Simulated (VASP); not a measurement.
Write the native input for VASP 6.6.1 that does the following.

- Task: relaxation of shape and atoms at fixed volume
- Functional: PBE
- Potentials or basis: VASP PAW PBE potentials, release 64 (W_sv, Sb)
- Cutoff: 600 eV
- k mesh: 10 × 10 × 6
- Occupations: gaussian, width 0.05 eV
- Spin: no spin polarisation
- Dipole correction: no
- Further INCAR settings: ALGO = Normal; EDIFF = 1e-07; IBRION = 2; EDIFFG = -0.01; NSW = 60; ISIF = 4

The structure of SbW lies in POSCAR:

```
SbW
1.0
    4.4293671629      0.0000000000      0.0000000000
   -2.2146835815      3.8359444858      0.0000000000
    0.0000000000      0.0000000000      5.2447275492
W Sb
2 2
Direct
    0.0000000000      0.0000000000      0.0000000000
    0.0000000000      0.0000000000      0.5000000000
    0.3333333333      0.6666666667      0.2500000000
    0.6666666667      0.3333333333      0.7500000000
```

This cell differs from its parent crystal: volume scaled by 1.020.

These files were run (other wordings do the same):

INCAR

```
ALGO     = Normal         # electronic algorithm
EDIFF    = 1E-7           # SCF threshold, eV
EDIFFG   = -0.01          # ionic threshold
ENCUT    = 600            # plane-wave cutoff, eV
GGA      = PE             # functional
IBRION   = 2              # ionic algorithm
ISIF     = 4              # what is computed and relaxed
ISMEAR   = 0              # smearing method
LASPH    = True           # aspherical terms in the spheres
LCHARG   = False          # write CHGCAR
LREAL    = False          # projectors in reciprocal space
LWAVE    = False          # write WAVECAR
NELM     = 60             # most SCF steps
NSW      = 60             # ionic steps
PREC     = Accurate       # precision mode
SIGMA    = 0.05           # smearing width, eV
```

KPOINTS

```
k-points
0
Gamma
  10 10 6
```

Potentials or basis: VASP PAW PBE potentials, release 64 (W_sv, Sb).

Command:

```sh
$ cat potpaw_PBE.64/W_sv/POTCAR potpaw_PBE.64/Sb/POTCAR > POTCAR
$ mpirun -np 1 vasp_std > vasp.out
```

It gave:

```
Energy gained by relaxing : 0.1 meV/atom
Ionic steps               : 2
Pressure after relaxing   : -2.6 GPa
Band gap on the k mesh    : zero (band 19 reaches 9.31 eV, above the bottom of band 20 at 7.95 eV)
```

Caveat: spin-orbit coupling is left out, which moves the levels of the heavy elements.

It took 5 min on 1 thread of Oxide Virtual Turin-like Processor, on a shared host, peak memory 0.28 GiB.
